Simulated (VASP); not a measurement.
Write the native input for VASP 6.6.1 that does the following.

```
Task                               : single point
Functional                         : HSE06
Potentials or basis                : VASP PAW PBE potentials, release 64 (Cd, I)
Cutoff                             : 400 eV
k mesh                             : 6 × 6 × 4
Occupations                        : gaussian, width 0.01 eV
Spin                               : no spin polarisation
Dipole correction                  : no
Grid for exact exchange (PRECFOCK) : Normal
Further INCAR settings             : ALGO = Normal; EDIFF = 1e-06; NBANDS = 20
Share of exact exchange            : 0.25
Screening parameter                : 0.2079 1/Å
```

CdI2:

```
Cd I
1.0
     4.20454    0.00000    0.00000
    -2.10227    3.64124    0.00000
     0.00000    0.00000    6.94033
Cd I
1 2
Direct
  0.00000 0.00000 0.00000
  0.33333 0.66667 0.25041
  0.66667 0.33333 0.74959
```

This cell differs from its parent crystal: epitaxial xy strain -1.0%.

These files were run (other wordings do the same):

POSCAR

```
CdI2
1.0
    4.2045386411      0.0000000000      0.0000000000
   -2.1022693205      3.6412372744      0.0000000000
    0.0000000000      0.0000000000      6.9403280836
Cd I
1 2
Direct
    0.0000000000      0.0000000000      0.0000000000
    0.3333333333      0.6666666667      0.2504053020
    0.6666666667      0.3333333333      0.7495946980
```

INCAR.step1

```
SYSTEM = CdI2
ALGO = Normal ; EDIFF = 1E-5
ENCUT = 400 ; GGA = PE
GGA_COMPAT = .FALSE. ; ISIF = 2
ISMEAR = 0 ; KPAR = 4
LASPH = .TRUE. ; LCHARG = .FALSE.
LREAL = .FALSE. ; LWAVE = .TRUE.
NBANDS = 20 ; NELM = 120
PREC = Accurate ; SIGMA = 0.01
```

INCAR.step2

```
SYSTEM = CdI2
ALGO = Normal ; EDIFF = 1E-6
ENCUT = 400 ; GGA = PE
GGA_COMPAT = .FALSE. ; HFSCREEN = 0.2079
ISIF = 2 ; ISMEAR = 0
ISTART = 1 ; KPAR = 4
LASPH = .TRUE. ; LCHARG = .FALSE.
LHFCALC = .TRUE. ; LREAL = .FALSE.
LWAVE = .FALSE. ; NBANDS = 20
NELM = 120 ; PREC = Accurate
PRECFOCK = Normal ; SIGMA = 0.01
```

KPOINTS

```
k-points
0
G
  6 6 4
  0 0 0
```

Potentials or basis: VASP PAW PBE potentials, release 64 (Cd, I).

The run is started by

```bash
$ cat potpaw_PBE.64/Cd/POTCAR potpaw_PBE.64/I/POTCAR > POTCAR
$ cp INCAR.step1 INCAR
$ mpirun -np 4 vasp_std > vasp.out
$ cp INCAR.step2 INCAR
$ mpirun -np 4 vasp_std > vasp.out
```

It gave:

* Pressure: 1.0 GPa
* Largest force: 0.062 eV/Å
* Band gap on the k mesh: 3.27 eV (least direct gap 3.64 eV)

Caveat: the cell differs from its parent crystal (epitaxial xy strain -1.0%); the PAW data sets were made with another functional, which shifts forces and pressure a little; spin-orbit coupling is left out, which moves the levels of the heavy elements; this functional lacks dispersion, which binds the layers, so the pressure and a relaxed spacing across them are unreliable.

It took 29 min on 4 MPI ranks on Intel(R) Xeon(R) Platinum 8259CL CPU @ 2.50GHz (Skylake/Cascade Lake), on a shared host, peak memory 0.33 GiB a rank.
